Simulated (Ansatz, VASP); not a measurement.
**One calculation of BN, two programs**

```
CELL_PARAMETERS angstrom
4.42268 0.00000 0.00000
0.00000 4.42268 0.00000
0.00000 0.00000 2.85510
ATOMIC_POSITIONS crystal
B 0.17428 0.82572 0.50000
B 0.32572 0.32572 0.00000
B 0.67428 0.67428 0.00000
B 0.82572 0.17428 0.50000
N 0.81261 0.81261 0.50000
N 0.31261 0.68739 0.00000
N 0.68739 0.31261 0.00000
N 0.18739 0.18739 0.50000
```

Alike in both runs: task single point; functional PBE; k mesh 6 × 6 × 10; occupations gaussian, width 0.05 eV; no spin polarisation.

|  | VASP | Ansatz |
| --- | --- | --- |
| version | VASP 6.6.1 | Ansatz 0.2.0 |
| potentials or method | VASP PAW PBE potentials, release 64 (B, N), cutoff 520 eV | scalar-relativistic, plane waves, PAW |
| valence electrons in the cell | 32 | 32 |

VASP gave:

* gap on the k mesh at the Fermi level (eV): 3.93
* least direct gap on the mesh (eV): 3.93
* rms of the force components (eV/Å): 0.163

Problem. Estimate Ansatz's values.

Solution. gap on the k mesh at the Fermi level (eV): 3.93; least direct gap on the mesh (eV): 3.93; rms of the force components (eV/Å): 0.161.

Atom by atom the forces differ by 0.014 eV/Å (rms over components).
